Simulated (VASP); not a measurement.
## AlNi3: single point with PBE

Crystal: AlNi3.

```
Ni Al
1.0
     3.52305    0.00000    0.00000
     0.00000    3.52305    0.00000
     0.00000    0.00000    3.52305
Ni Al
3 1
Cartesian
  1.7615 1.7615 0.0000
  1.7615 0.0000 1.7615
  0.0000 1.7615 1.7615
  0.0000 0.0000 0.0000
```

```yaml
Program: VASP 6.6.1
Task: single point
Functional: PBE
Potentials_or_basis: VASP PAW PBE potentials, release 64 (Ni, Al)
Cutoff: 520 eV
k_mesh: 8 × 8 × 8
Occupations: gaussian, width 0.023 eV
Spin: collinear spin, ferromagnetic start
Starting_moments: "[1.0, 1.0, 1.0, 0.0] μB"
```

```
Pressure                                              : 7.3 GPa
Net moment                                            : 0.76 μB per cell
Site moments                                          : Ni +0.27; Al -0.01 μB
Valence electrons inside the program's atomic spheres : Ni 9.45; Al 0.82
```

Levels at points of the mesh, in eV from the Fermi level:
Spin up:
| k point | band 15 | band 16 | band 17 | band 18 | band 19 | band 20 |
| --- | --- | --- | --- | --- | --- | --- |
| (0.00, 0.00, 0.00) | -0.09 | -0.09 | 0.89 | 0.89 | 0.89 | 6.72 |
| (0.50, 0.00, 0.00) | -1.09 | -0.53 | -0.09 | 5.65 | 5.65 | 5.69 |
| (0.50, 0.50, 0.00) | -1.03 | -1.00 | -0.60 | 0.87 | 0.87 | 8.32 |
| (0.50, 0.50, 0.50) | -1.11 | -0.27 | -0.27 | -0.27 | -0.21 | 3.57 |
Spin down:
```csv
k point,band 12,band 13,band 14,band 15,band 16,band 17,band 18,band 19,band 20,band 21
"(0.00, 0.00, 0.00)",-0.40,0.02,0.37,0.37,0.37,0.85,0.85,0.85,6.82,6.82
"(0.50, 0.00, 0.00)",-1.06,-0.95,-0.95,-0.84,-0.33,0.38,5.71,5.71,5.74,5.74
"(0.50, 0.50, 0.00)",-1.17,-1.17,-1.12,-0.80,-0.59,-0.46,1.18,1.18,8.36,8.36
"(0.50, 0.50, 0.50)",-1.19,-1.19,-0.92,-0.92,-0.23,0.13,0.13,0.13,3.67,4.38
```

It took 2.4 min on 1 thread of Intel Xeon 8259CL (shared host), peak memory 0.21 GiB.
